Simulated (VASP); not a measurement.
# SiC (P6_3mc) in VASP: further runs, part 2 of 2

VASP 6.6.1. Earlier steps stand in the parts before.

## Step 4: Single point, r2SCAN (epitaxial xy strain -3.0%)

Input file POSCAR:

```
SiC
1.0
    2.9852283820      0.0000000000      0.0000000000
   -1.4926141910      2.5852836149      0.0000000000
    0.0000000000      0.0000000000     10.1343944590
Si C
4 4
Direct
    0.0000000000      0.0000000000      0.0008645021
    0.3333333333      0.6666666667      0.2508640425
    0.0000000000      0.0000000000      0.5008645021
    0.6666666667      0.3333333333      0.7508640425
    0.0000000000      0.0000000000      0.1863790325
    0.3333333333      0.6666666667      0.4368924229
    0.0000000000      0.0000000000      0.6863790325
    0.6666666667      0.3333333333      0.9368924229
```

Input file INCAR.step1:

```
  ALGO = Normal
  EDIFF = 1E-4
  ENCUT = 520
  GGA = PE
  ISMEAR = 0
  LASPH = T
  LCHARG = F
  LREAL = F
  LWAVE = T
  NBANDS = 26
  NELM = 100
  PREC = Accurate
  SIGMA = 0.01
```

Input file INCAR.step2:

```
  ALGO = Normal
  EDIFF = 1E-7
  ENCUT = 520
  ISIF = 2
  ISMEAR = 0
  ISTART = 1
  LASPH = T
  LCHARG = F
  LMIXTAU = T
  LREAL = F
  LWAVE = F
  METAGGA = R2SCAN
  NBANDS = 26
  NELM = 100
  PREC = Accurate
  SIGMA = 0.01
```

Input file KPOINTS:

```
k-points
0
Gamma
  12 12 4
```

Potentials or basis: VASP PAW PBE potentials, release 64 (Si, C).

The run is started by

```sh
$ cat potpaw_PBE.64/Si/POTCAR potpaw_PBE.64/C/POTCAR > POTCAR
$ cp INCAR.step1 INCAR
$ mpirun -np 1 vasp_std > vasp.out
$ cp INCAR.step2 INCAR
$ mpirun -np 1 vasp_std > vasp.out
```

OUTCAR:

```text
EDIFF = 1E-7
   ENCUT = 520
   ISIF = 2
   ISMEAR = 0
   ISTART = 1
   LASPH = T
   LREAL = F
   METAGGA = R2SCAN
   NELM = 100
   PREC = Accurate

 ion  position               nearest neighbor table
   1  0.000  0.000  0.001-   8 1.84   8 1.84   8 1.84   5 1.88   2 3.06   2 3.06   2 3.06   4 3.06
                             4 3.06   4 3.06
   2  0.333  0.667  0.251-   5 1.84   5 1.84   5 1.84   6 1.89   1 3.06   1 3.06   1 3.06   3 3.06
                             3 3.06   3 3.06
   3  0.000  0.000  0.501-   6 1.84   6 1.84   6 1.84   7 1.88   4 3.06   4 3.06   4 3.06   2 3.06
                             2 3.06   2 3.06
[... 918 lines left out ...]
  in kB      211.0780476    211.0780476     -3.3754554     -0.0000000      0.0000000      0.0000000
  external PRESSURE =     139.5935466 kB  Pullay stress =       0.0000000 kB

 VOLUME and BASIS-vectors are now :
 -----------------------------------------------------------------------------
  energy-cutoff  :      520.00
  volume of cell :       78.21
      direct lattice vectors                 reciprocal lattice vectors
     2.985228382  0.000000000  0.000000000     0.334982746  0.193402378  0.000000000
    -1.492614191  2.585283615  0.000000000     0.000000000  0.386804757  0.000000000
     0.000000000  0.000000000 10.134394459     0.000000000  0.000000000  0.098673878

 POSITION                                       TOTAL-FORCE (eV/Angst)
 -----------------------------------------------------------------------------------
      0.00000      0.00000      0.00876        -0.000000     -0.000000      0.001479
     -0.00000      1.72352      2.54236        -0.000000      0.000000     -0.005699
      0.00000      0.00000      5.07596         0.000000     -0.000000      0.001479
      1.49261      0.86176      7.60955         0.000000     -0.000000     -0.005699
      0.00000      0.00000      1.88884        -0.000000     -0.000000      0.002645
     -0.00000      1.72352      4.42764        -0.000000     -0.000000      0.001575
      0.00000      0.00000      6.95604        -0.000000      0.000000      0.002645
      1.49261      0.86176      9.49484        -0.000000     -0.000000      0.001575
 -----------------------------------------------------------------------------------
    total drift:                                0.000000      0.000000      0.002307

  FREE ENERGIE OF THE ION-ELECTRON SYSTEM (eV)
  ---------------------------------------------------
  free  energy   TOTEN  =       -77.0001638550 eV

  energy  without entropy=      -77.0001638550  energy(sigma->0) =      -77.00016386
```

OUTCAR.step1:

```text
EDIFF = 1E-4
   ENCUT = 520
   GGA = PE
   ISMEAR = 0
[... 948 lines left out ...]
      0.00000      0.00000      1.88884        -0.000000      0.000000     -0.039994
     -0.00000      1.72352      4.42764         0.000000      0.000000     -0.046851
      0.00000      0.00000      6.95604         0.000000     -0.000000     -0.039994
      1.49261      0.86176      9.49484        -0.000000      0.000000     -0.046851
 -----------------------------------------------------------------------------------
    total drift:                                0.000000      0.000000      0.009619

  FREE ENERGIE OF THE ION-ELECTRON SYSTEM (eV)
  ---------------------------------------------------
  free  energy   TOTEN  =       -59.8341315397 eV

  energy  without entropy=      -59.8341315397  energy(sigma->0) =      -59.83413154
```

It took 3.7 min on 1 thread of Intel Xeon 6975P-C (Granite Rapids), shared host; peak memory 0.25 GiB.

Results:

* Free energy: -77.0002 eV
* Pressure: 14.0 GPa
* Largest force: 0.006 eV/Å
* Band gap on the k mesh: 2.35 eV, indirect (least direct gap 3.65 eV)

Forces in eV/Å, atoms in the order of the input:
```
Si   0.000  0.000  0.001
Si   0.000  0.000 -0.006
Si   0.000  0.000  0.001
Si   0.000  0.000 -0.006
C    0.000  0.000  0.003
C    0.000  0.000  0.002
C    0.000  0.000  0.003
C    0.000  0.000  0.002
```

Stress tensor (GPa, compression positive):
```
21.11  0.00  0.00
 0.00 21.11  0.00
 0.00  0.00 -0.34
```

Levels at points of the mesh, in eV from the valence-band top:
| k point | band 12 | band 13 | band 14 | band 15 | band 16 | band 17 | band 18 | band 19 | band 20 | band 21 |
| --- | --- | --- | --- | --- | --- | --- | --- | --- | --- | --- |
| (0.00, 0.00, 0.00) | -0.55 | -0.55 | -0.48 | 0.00 | 0.00 | 6.51 | 6.74 | 7.15 | 7.72 | 8.04 |
| (0.50, 0.00, 0.00) | -2.74 | -2.54 | -2.52 | -2.00 | -1.31 | 2.35 | 2.83 | 4.95 | 5.31 | 5.95 |
| (0.00, 0.00, 0.50) | -0.98 | -0.19 | -0.19 | -0.19 | -0.19 | 6.83 | 6.83 | 7.80 | 7.80 | 8.14 |
| (0.50, 0.00, 0.50) | -3.17 | -2.92 | -2.92 | -1.72 | -1.72 | 3.00 | 3.00 | 4.68 | 4.68 | 6.80 |

Caveat: the cell differs from its parent crystal (epitaxial xy strain -3.0%); the PAW data sets were made with another functional, which shifts forces and pressure a little. A k mesh can miss the band edges.

## Step 5: The runs side by side

| level | cell | smearing | gap on the mesh (eV) | pressure (GPa) | largest force (eV/Å) |
| --- | --- | --- | --- | --- | --- |
| PBE | a = 3.139, b = 3.139, c = 10.043 Å, angles 90.0, 90.0, 120.0°, 8 atoms | fermi-dirac 0.02 eV | 2.14 | -4.2 | 0.03 |
| PBE | a = 3.170, b = 3.170, c = 10.026 Å, angles 90.0, 90.0, 120.0°, 8 atoms | fermi-dirac 0.02 eV | 2.01 | -7.5 | 0.04 |
| r2SCAN | a = 2.985, b = 2.985, c = 10.134 Å, angles 90.0, 90.0, 120.0°, 8 atoms | gaussian 0.01 eV | 2.35 | 14.0 | 0.01 |

Alike in all rows: task single point; potentials or basis VASP PAW PBE potentials, release 64 (Si, C); no spin polarisation; k mesh 12 × 12 × 4; cutoff (eV) 520.

Caveats: the PAW data sets were made with another functional, which shifts forces and pressure a little (some runs).

Absolute energies hang on the potentials; compare differences alone.
